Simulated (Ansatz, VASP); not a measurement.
## One calculation of NaCl, two programs

INCAR

```
SYSTEM = NaCl
ALGO     = Normal         ! electronic algorithm
EDIFF    = 1E-6           ! SCF threshold, eV
ENCUT    = 500            ! plane-wave cutoff, eV
GGA      = PE             ! functional
GGA_COMPAT= .False.      
ISIF     = 2              ! what is computed and relaxed
ISMEAR   = 0              ! smearing method
LASPH    = .True.         ! aspherical terms in the spheres
LCHARG   = .False.        ! write CHGCAR
LREAL    = .False.        ! projectors in reciprocal space
LWAVE    = .False.        ! write WAVECAR
NBANDS   = 14             ! bands
NELM     = 120            ! most SCF steps
PREC     = Accurate       ! precision mode
SIGMA    = 0.01           ! smearing width, eV
```

The input KPOINTS:

```
k-points
0
Gamma
  4 4 4
  0 0 0
```

File POSCAR:

```
NaCl
1.0
    0.0000000000      2.8100000000      2.8100000000
    2.8100000000      0.0000000000      2.8100000000
    2.8100000000      2.8100000000      0.0000000000
Na Cl
1 1
Direct
   -0.0009422954     -0.0027119882      0.0011079952
    0.5006110904      0.5017587573      0.4992814486
```

Input for Ansatz:

```yaml
crystal:
  lattice:
    - [0.0, 2.81, 2.81]
    - [2.81, 0.0, 2.81]
    - [2.81, 2.81, 0.0]
  atoms:
    - { symbol: Na, position: [-0.0009422953989291637, -0.002711988198270711, 0.0011079952461986882] }
    - { symbol: Cl, position: [0.5006110903730349, 0.5017587573441427, 0.4992814485789234] }
basis:
  ecutwfc: 420.0
kpoints:
  mp_grid:
    grid: [4, 4, 4]
hamiltonian:
  xc: pbe
scf:
  occupations:
    method: fixed
output:
  forces: true
```

Alike in both runs: task single point; functional PBE; k mesh 4 × 4 × 4; no spin polarisation.

```csv
,VASP,Ansatz
version,VASP 6.6.1,Ansatz 0.2.0
potentials or method,"VASP PAW PBE potentials, release 64 (Na_pv, Cl), cutoff 500 eV","plane waves, PAW"
occupations,"gaussian, width 0.01 eV",fixed
valence electrons in the cell,14,16
```

```tsv
	VASP	Ansatz	Ansatz less VASP
rms of the force components (eV/Å)	0.015	0.015	-0.0001
```

Atom by atom the forces differ by 0.000 eV/Å (rms over components). VASP's potentials hold 14 valence electrons a cell and Ansatz's 16, so a difference there can come from the potentials and not from the codes.

The k mesh is coarse, so the values compare programs but aren't converged.
